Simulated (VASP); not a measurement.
# PIr2 (Fm-3m) in VASP: notebook

Runs on PIr2. Level: LDA. Tasks: electric field gradients.

Program: VASP 6.6.1. These are calculated values, not measurements. Logs are shortened: lines on timing, memory, paths and dates and some standing lists are left out, and cuts for length are marked.

**1. The cell of the first run**

Symmetry: Fm-3m, No. 225, cubic system. The conventional cell has a = 5.422 Å, b = 5.422 Å, c = 5.422 Å, α = 90.00°, β = 90.00°, γ = 90.00°. Within 3.1 Å of P (site symmetry m-3m) lie 8 Ir at 2.35 Å. Within 3.1 Å of Ir (site symmetry -43m) lie 4 P at 2.35 Å and 6 Ir at 2.71 Å.

**2. Electric field gradients, LDA (volume scaled by 0.94)**

Contents of INCAR:

```
PREC = Accurate
ENCUT = 420
EDIFF = 1E-8
ISMEAR = -1
SIGMA = 0.05
LREAL = F
LASPH = T
NELM = 120
ALGO = Normal
ISIF = 2
LWAVE = F
LCHARG = F
LEFG = T
NBANDS = 26
GGA_COMPAT = F
```

Contents of KPOINTS:

```
regular mesh
0
Gamma
  11 11 11
```

Contents of POSCAR:

```
PIr2
1.0
    0.0000000000      2.7110045559      2.7110045559
    2.7110045559      0.0000000000      2.7110045559
    2.7110045559      2.7110045559      0.0000000000
P Ir
1 2
Direct
    0.0000000000      0.0000000000      0.0000000000
    0.2500000000      0.2500000000      0.2500000000
    0.7500000000      0.7500000000      0.7500000000
```

Potentials or basis: VASP PAW LDA potentials, release 64 (P, Ir_sv_GW).

The run is started by

```console
cat potpaw_LDA.64/P/POTCAR potpaw_LDA.64/Ir_sv_GW/POTCAR > POTCAR
mpirun -np 1 vasp_std > vasp.out
```

OUTCAR:

```text
PREC = Accurate
   ENCUT = 420
   EDIFF = 1E-8
   ISMEAR = -1
   LREAL = F
   LASPH = T
   NELM = 120
   ISIF = 2

 ion  position               nearest neighbor table
   1  0.000  0.000  0.000-   3 2.35   3 2.35   3 2.35   2 2.35   2 2.35   2 2.35   3 2.35   2 2.35

   2  0.250  0.250  0.250-   1 2.35   1 2.35   1 2.35   1 2.35   3 2.71   3 2.71   3 2.71   3 2.71
                             3 2.71   3 2.71
   3  0.750  0.750  0.750-   1 2.35   1 2.35   1 2.35   1 2.35   2 2.71   2 2.71   2 2.71   2 2.71
                             2 2.71   2 2.71

  LATTYP: Found a face centered cubic cell.
 ALAT       =     5.4220091118

  Lattice vectors:

 A1 = (   0.0000000000,   2.7110045559,   2.7110045559)
 A2 = (   2.7110045559,   0.0000000000,   2.7110045559)
 A3 = (   2.7110045559,   2.7110045559,   0.0000000000)

Analysis of symmetry for initial positions (statically):
=====================================================================
 Subroutine PRICEL returns:
 Original cell was already a primitive cell.

 Routine SETGRP: Setting up the symmetry group for a
 face centered cubic supercell.

 Subroutine GETGRP returns: Found 48 space group operations
 (whereof 48 operations were pure point group operations)
 out of a pool of 48 trial point group operations.

The static configuration has the point symmetry O_h .

Analysis of symmetry for dynamics (positions and initial velocities):
=====================================================================
 Subroutine PRICEL returns:
 Original cell was already a primitive cell.

 Routine SETGRP: Setting up the symmetry group for a
 face centered cubic supercell.

 Subroutine GETGRP returns: Found 48 space group operations
 (whereof 48 operations were pure point group operations)
 out of a pool of 48 trial point group operations.

The dynamic configuration has the point symmetry O_h .

 Subroutine INISYM returns: Found 48 space group operations
 (whereof 48 operations are pure point group operations),
 and found     1 'primitive' translations

----------------------------------------------------------------------------------------

                                     Primitive cell

  volume of cell :      39.8493

  direct lattice vectors                    reciprocal lattice vectors
     0.000000000  2.711004556  2.711004556    -0.184433478  0.184433478  0.184433478
     2.711004556  0.000000000  2.711004556     0.184433478 -0.184433478  0.184433478
     2.711004556  2.711004556  0.000000000     0.184433478  0.184433478 -0.184433478

  length of vectors
     3.833939411  3.833939411  3.833939411     0.319448155  0.319448155  0.319448155

  position of ions in fractional coordinates (direct lattice)
     0.000000000  0.000000000  0.000000000
     0.250000000  0.250000000  0.250000000
     0.750000000  0.750000000  0.750000000

  ion indices of the primitive-cell ions
   primitive index   ion index
                 1           1
                 2           2
                 3           3

----------------------------------------------------------------------------------------

 KPOINTS: regular mesh

Automatic generation of k-mesh.
 Grid dimensions read from file:
 generate k-points for:   11   11   11

 Generating k-lattice:

  Cartesian coordinates                     Fractional coordinates (reciprocal lattice)
    -0.016766680  0.016766680  0.016766680     0.090909091  0.000000000  0.000000000
     0.016766680 -0.016766680  0.016766680     0.000000000  0.090909091  0.000000000
     0.016766680  0.016766680 -0.016766680     0.000000000  0.000000000  0.090909091

  Length of vectors
     0.029040741  0.029040741  0.029040741

  Shift w.r.t. Gamma in fractional coordinates (k-lattice)
     0.000000000  0.000000000  0.000000000

 Subroutine IBZKPT returns following result:
 ===========================================

 Found     56 irreducible k-points:

 Following reciprocal coordinates:
            Coordinates               Weight
  0.000000  0.000000  0.000000      1.000000
  0.090909  0.000000  0.000000      8.000000
  0.181818  0.000000  0.000000      8.000000
  0.272727  0.000000  0.000000      8.000000
  0.363636  0.000000  0.000000      8.000000
  0.454545  0.000000  0.000000      8.000000
[... 16 lines left out ...]
 -0.272727  0.181818  0.000000     24.000000
 -0.181818  0.181818  0.000000     12.000000
 [... further k-points ...]
   k-points           NKPTS =     56   k-points in BZ     NKDIM =     56   number of bands    NBANDS=     26
   number of dos      NEDOS =    301   number of ions     NIONS =      3
   total plane-waves  NPLWV =  21952
   dimension x,y,z NGX =    28 NGY =   28 NGZ =   28
   dimension x,y,z NGXF=    56 NGYF=   56 NGZF=   56
   ions per type =               1   2
   NGX,Y,Z   is equivalent  to a cutoff of  12.14, 12.14, 12.14 a.u.
   NGXF,Y,Z  is equivalent  to a cutoff of  24.28, 24.28, 24.28 a.u.
 SYSTEM =  unknown system
   PREC   = accura    normal or accurate (medium, high low for compatibility)
   ISTART =      0    job   : 0-new  1-cont  2-samecut
   ICHARG =      2    charge: 1-file 2-atom 10-const
   ISPIN  =      1    spin polarized calculation?
   LNONCOLLINEAR =      F non collinear calculations
   LSORBIT =      F    spin-orbit coupling
   LASPH  =      T    aspherical Exc in radial PAW
   ENCUT  =  420.0 eV  30.87 Ry    5.56 a.u.   6.41  6.41  6.41*2*pi/ulx,y,z
   NELM   =    120;   NELMIN=  2; NELMDL= -5     # of ELM steps
   EDIFF  = 0.1E-07   stopping-criterion for ELM
   LREAL  =      F    real-space projection
   EDIFFG = 0.1E-06   stopping-criterion for IOM
   NSW    =      0    number of steps for IOM
   IBRION =     -1    ionic relax: 0-MD 1-quasi-New 2-CG
   NFREE  =      0    steps in history (QN), initial steepest desc. (CG)
   ISIF   =      2    stress and relaxation
   ISYM   =      2    0-nonsym 1-usesym 2-fastsym
   POTIM  = 0.5000    time-step for ionic-motion
   TEBEG  =    0.0;   TEEND  =   0.0 temperature during run
   PSTRESS=    0.0 pullay stress
   NELECT =      39.0000    total number of electrons
   NUPDOWN=      -1.0000    fix difference up-down
   EMIN   =  10.00;   EMAX   =-10.00  energy-range for DOS
   EFERMI =   0.00;   METHOD = LEGACY
   ISMEAR =    -1;   SIGMA  =   0.05  broadening in eV -4-tet -1-fermi 0-gaus
   EFERMI_NEDOS =   21; number of points for ismear=-14 and -15
   IALGO  =     38    algorithm
   IMIX   =      4    mixing-type and parameters
     AMIX     =   0.40;   BMIX     =  1.00
     AMIX_MAG =   1.60;   BMIX_MAG =  1.00
  volume/ion in A,a.u.               =      13.28        89.64
  Fermi-wavevector in a.u.,A,eV,Ry     =   1.625385  3.071531 35.944890  2.641875
  Thomas-Fermi vector in A             =   2.718516
   LORBIT       =      0    0 simple, 1 ext, 2 COOP (PROOUT), +10 PAW based schemes
   GGA     = CA    functional components
   LHFCALC =     F    Hartree Fock is set to
   AEXX    =    0.0000 exact exchange contribution
   IVDW    =     0    specifies the selected vdW correction
   LEPSILON=     F    determine dielectric tensor
   LRPA    =     F    only Hartree local field effects (RPA)
 non-spin polarized calculation
  energy-cutoff  :      420.00
  volume of cell :       39.85
 maximum number of plane-waves:       791
 NGX is ok and might be reduce to    28
   NGX = 13   NGY = 13   NGZ = 13

 number of electron      38.9999998 magnetization

 Free energy of the ion-electron system (eV)
  ---------------------------------------------------
  ext. energy  EPLUGINS =         0.00000000
  ---------------------------------------------------
  free energy    TOTEN  =       -29.07068433 eV

  energy without entropy =      -29.06527141  energy(sigma->0) =      -29.06797787

 E-fermi :  12.6178     XC(G=0): -13.9163

 val. band max:       12.5901341635   @ k =  -0.2727   0.2727   0.0000
 cond. band min:      12.6226357743   @ k =   0.3636   0.2727   0.0909
 fundamental gap:      0.0325016108
 Fermi energy:        12.6177604955

 k-point     1 :       0.0000    0.0000    0.0000
  band No.  band energies     occupation
      1     -79.3787      2.00000
      2     -79.3069      2.00000
      3     -36.7650      2.00000
      4     -36.7650      2.00000
      5     -36.7650      2.00000
      6     -36.4098      2.00000
[... 18 lines left out ...]
     25      17.7497      0.00000
     26      17.7497      0.00000
[... 644 lines left out ...]
      4     -36.6576      2.00000
      5     -36.6515      2.00000
      6     -36.5407      2.00000
[... 18 lines left out ...]
     25      20.0037      0.00000
     26      22.2159      0.00000

 [... further k-points ...]
[... 5 lines left out ...]
  --------------------------------------------------------------------------------------
  -------------------------------------------------------------------------------------
  Total        3.9228245      3.9228245      3.9228245      0.0000000      0.0000000      0.0000000
  in kB      157.7207118    157.7207118    157.7207118      0.0000000      0.0000000      0.0000000
  external PRESSURE =     157.7207118 kB  Pullay stress =       0.0000000 kB

 VOLUME and BASIS-vectors are now :
 -----------------------------------------------------------------------------
  energy-cutoff  :      420.00
  volume of cell :       39.85
      direct lattice vectors                 reciprocal lattice vectors
     0.000000000  2.711004556  2.711004556    -0.184433478  0.184433478  0.184433478
     2.711004556  0.000000000  2.711004556     0.184433478 -0.184433478  0.184433478
     2.711004556  2.711004556  0.000000000     0.184433478  0.184433478 -0.184433478

 POSITION                                       TOTAL-FORCE (eV/Angst)
 -----------------------------------------------------------------------------------
      0.00000      0.00000      0.00000         0.000000     -0.000000      0.000000
      1.35550      1.35550      1.35550        -0.000000     -0.000000     -0.000000
      4.06651      4.06651      4.06651         0.000000      0.000000      0.000000
 -----------------------------------------------------------------------------------
    total drift:                                0.000000      0.000000     -0.000000

  FREE ENERGIE OF THE ION-ELECTRON SYSTEM (eV)
  ---------------------------------------------------
  free  energy   TOTEN  =       -29.0706843307 eV

  energy  without entropy=      -29.0652714086  energy(sigma->0) =      -29.06797787

 Electric field gradients (V/A^2)
---------------------------------------------------------------------
 ion       V_xx      V_yy      V_zz      V_xy      V_xz      V_yz
---------------------------------------------------------------------
   1      -0.000    -0.000     0.000     0.000     0.000     0.000
   2       0.000    -0.000     0.000     0.000     0.000     0.000
   3       0.000    -0.000     0.000     0.000     0.000     0.000
---------------------------------------------------------------------

 Electric field gradients after diagonalization (V/A^2)
 (convention: |V_zz| > |V_xx| > |V_yy|)
----------------------------------------------------------------------
 ion       V_xx      V_yy      V_zz     asymmetry (V_yy - V_xx)/ V_zz
----------------------------------------------------------------------
   1      -0.000    -0.000     0.000       0.000
   2      -0.000    -0.000     0.000       0.000
   3      -0.000    -0.000     0.000       0.000
----------------------------------------------------------------------

           NMR quadrupolar parameters

 Cq : quadrupolar parameter    Cq=e*Q*V_zz/h
 eta: asymmetry parameters     (V_yy - V_xx)/ V_zz
 Q  : nuclear electric quadrupole moment in mb (millibarn)
----------------------------------------------------------------------
 ion       Cq(MHz)       eta       Q (mb)
----------------------------------------------------------------------
   1       0.000       0.000       1.000
   2       0.000       0.000       1.000
   3       0.000       0.000       1.000
----------------------------------------------------------------------
```

Run time: 26 s. Hardware: 1 thread of Intel Xeon 6975P-C (Granite Rapids), shared host; peak memory 0.17 GiB.

Results:

```
Free energy : -29.0707 eV
Pressure    : 15.8 GPa
```

Levels at points of the mesh, in eV from the Fermi level:
```tsv
k point	band 17	band 18	band 19	band 20	band 21	band 22	band 23	band 24
(0.00, 0.00, 0.00)	-0.66	0.43	1.74	1.74	4.63	4.63	4.63	5.13
```

Caveat: the cell differs from its parent crystal (volume scaled by 0.94); without QUAD_EFG the Cq values of the log hold for a quadrupole moment of 1 mb, not for the nuclei; spin-orbit coupling is left out, which moves the levels of the heavy elements.

**3. Electric field gradients, LDA**

This run uses another cell than the first one, of 14.13 Å³/atom, 1.064 times its volume.

Contents of INCAR:

```
SYSTEM = PIr2
PREC     = Accurate       ! precision mode
ENCUT    = 420            ! plane-wave cutoff, eV
EDIFF    = 1E-8           ! SCF threshold, eV
ISMEAR   = -1             ! smearing method
SIGMA    = 0.05           ! smearing width, eV
LREAL    = .False.        ! projectors in reciprocal space
LASPH    = .True.         ! aspherical terms in the spheres
NELM     = 120            ! most SCF steps
ALGO     = Normal         ! electronic algorithm
ISIF     = 2              ! what is computed and relaxed
LWAVE    = .False.        ! write WAVECAR
LCHARG   = .False.        ! write CHGCAR
LEFG     = .True.       
NBANDS   = 26             ! bands
GGA_COMPAT= .False.
```

Contents of KPOINTS:

```
Automatic mesh
0
Gamma
  11 11 11
  0 0 0
```

Contents of POSCAR:

```
PIr2
1.0
    0.0000000000      2.7675000000      2.7675000000
    2.7675000000      0.0000000000      2.7675000000
    2.7675000000      2.7675000000      0.0000000000
P Ir
1 2
Direct
    0.0000000000      0.0000000000      0.0000000000
    0.2500000000      0.2500000000      0.2500000000
    0.7500000000      0.7500000000      0.7500000000
```

Potentials or basis: VASP PAW LDA potentials, release 64 (P, Ir_sv_GW).

The run is started by

```console
cat potpaw_LDA.64/P/POTCAR potpaw_LDA.64/Ir_sv_GW/POTCAR > POTCAR
mpirun -np 1 vasp_std > vasp.out
```

OUTCAR:

```text
SYSTEM = PIr2
   PREC = Accurate
   ENCUT = 420
   EDIFF = 1E-8
   ISMEAR = -1
   LREAL = .False.
   LASPH = .True.
   NELM = 120
   ISIF = 2

 ion  position               nearest neighbor table
   1  0.000  0.000  0.000-   3 2.40   3 2.40   3 2.40   2 2.40   3 2.40   2 2.40   2 2.40   2 2.40

   2  0.250  0.250  0.250-   1 2.40   1 2.40   1 2.40   1 2.40   3 2.77   3 2.77   3 2.77   3 2.77
                             3 2.77   3 2.77
   3  0.750  0.750  0.750-   1 2.40   1 2.40   1 2.40   1 2.40   2 2.77   2 2.77   2 2.77   2 2.77
                             2 2.77   2 2.77

  LATTYP: Found a face centered cubic cell.
 ALAT       =     5.5350000000

  Lattice vectors:

 A1 = (   0.0000000000,   2.7675000000,   2.7675000000)
 A2 = (   2.7675000000,   0.0000000000,   2.7675000000)
 A3 = (   2.7675000000,   2.7675000000,   0.0000000000)

Analysis of symmetry for initial positions (statically):
[... 897 lines left out ...]
     2.767500000  2.767500000  0.000000000     0.180668473  0.180668473 -0.180668473

 POSITION                                       TOTAL-FORCE (eV/Angst)
 -----------------------------------------------------------------------------------
      0.00000      0.00000      0.00000         0.000000      0.000000     -0.000000
      1.38375      1.38375      1.38375        -0.000000     -0.000000     -0.000000
      4.15125      4.15125      4.15125         0.000000      0.000000      0.000000
 -----------------------------------------------------------------------------------
    total drift:                                0.000000      0.000000     -0.000000

  FREE ENERGIE OF THE ION-ELECTRON SYSTEM (eV)
  ---------------------------------------------------
  free  energy   TOTEN  =       -29.1693119113 eV

  energy  without entropy=      -29.1636743558  energy(sigma->0) =      -29.16649313

 Electric field gradients (V/A^2)
---------------------------------------------------------------------
 ion       V_xx      V_yy      V_zz      V_xy      V_xz      V_yz
---------------------------------------------------------------------
   1      -0.000    -0.000     0.000     0.000     0.000     0.000
   2      -0.000     0.000     0.000     0.000     0.000     0.000
   3       0.000     0.000     0.000     0.000     0.000     0.000
---------------------------------------------------------------------

 Electric field gradients after diagonalization (V/A^2)
 (convention: |V_zz| > |V_xx| > |V_yy|)
----------------------------------------------------------------------
 ion       V_xx      V_yy      V_zz     asymmetry (V_yy - V_xx)/ V_zz
----------------------------------------------------------------------
   1      -0.000    -0.000     0.001       0.000
   2      -0.000    -0.000     0.000       0.000
   3      -0.000    -0.000     0.000       0.000
----------------------------------------------------------------------

           NMR quadrupolar parameters

 Cq : quadrupolar parameter    Cq=e*Q*V_zz/h
 eta: asymmetry parameters     (V_yy - V_xx)/ V_zz
 Q  : nuclear electric quadrupole moment in mb (millibarn)
----------------------------------------------------------------------
 ion       Cq(MHz)       eta       Q (mb)
----------------------------------------------------------------------
   1       0.000       0.000       1.000
   2       0.000       0.000       1.000
   3       0.000       0.000       1.000
----------------------------------------------------------------------
```

OSZICAR:

```text
N       E                     dE             d eps       ncg     rms          rms(c)
DAV:   1     0.311851313950E+03    0.31185E+03   -0.24699E+04  3392   0.129E+03
DAV:   2    -0.209752762038E+02   -0.33283E+03   -0.32615E+03  3620   0.429E+02
DAV:   3    -0.323436900712E+02   -0.11368E+02   -0.11218E+02  3578   0.738E+01
DAV:   4    -0.324344195030E+02   -0.90729E-01   -0.90367E-01  3430   0.611E+00
DAV:   5    -0.324352263537E+02   -0.80685E-03   -0.80646E-03  3490   0.495E-01    0.991E+01
DAV:   6    -0.292837668527E+02    0.31515E+01   -0.12993E+01  3060   0.215E+01    0.517E+01
DAV:   7    -0.291953085319E+02    0.88458E-01   -0.64250E-01  3030   0.626E+00    0.193E+01
DAV:   8    -0.291713548853E+02    0.23954E-01   -0.73960E-02  3546   0.179E+00    0.994E-01
DAV:   9    -0.291695415100E+02    0.18134E-02   -0.59028E-03  3062   0.388E-01    0.604E-01
DAV:  10    -0.291693380750E+02    0.20343E-03   -0.12904E-03  3408   0.218E-01    0.200E-01
DAV:  11    -0.291693175296E+02    0.20545E-04   -0.14179E-04  3174   0.975E-02    0.858E-02
DAV:  12    -0.291693124718E+02    0.50578E-05   -0.71711E-06  3346   0.186E-02    0.295E-02
DAV:  13    -0.291693119164E+02    0.55539E-06   -0.24231E-06  3168   0.931E-03    0.341E-03
DAV:  14    -0.291693119113E+02    0.51068E-08   -0.35441E-08  3016   0.117E-03
   1 F= -.29169312E+02 E0= -.29166493E+02  d E =-.563756E-02
```

It took 25 s on 1 thread of Intel Xeon 6975P-C (Granite Rapids), shared host; peak memory 0.16 GiB.

Results:

* Free energy: -29.1693 eV
* Pressure: -5.4 GPa

Levels at points of the mesh, in eV from the Fermi level:
| k point | band 18 | band 19 | band 20 | band 21 | band 22 | band 23 |
| --- | --- | --- | --- | --- | --- | --- |
| (0.00, 0.00, 0.00) | 0.30 | 1.54 | 1.54 | 4.33 | 4.33 | 4.33 |

Caveat: without QUAD_EFG the Cq values of the log hold for a quadrupole moment of 1 mb, not for the nuclei; spin-orbit coupling is left out, which moves the levels of the heavy elements.

(Continued in part 2 of 2.)
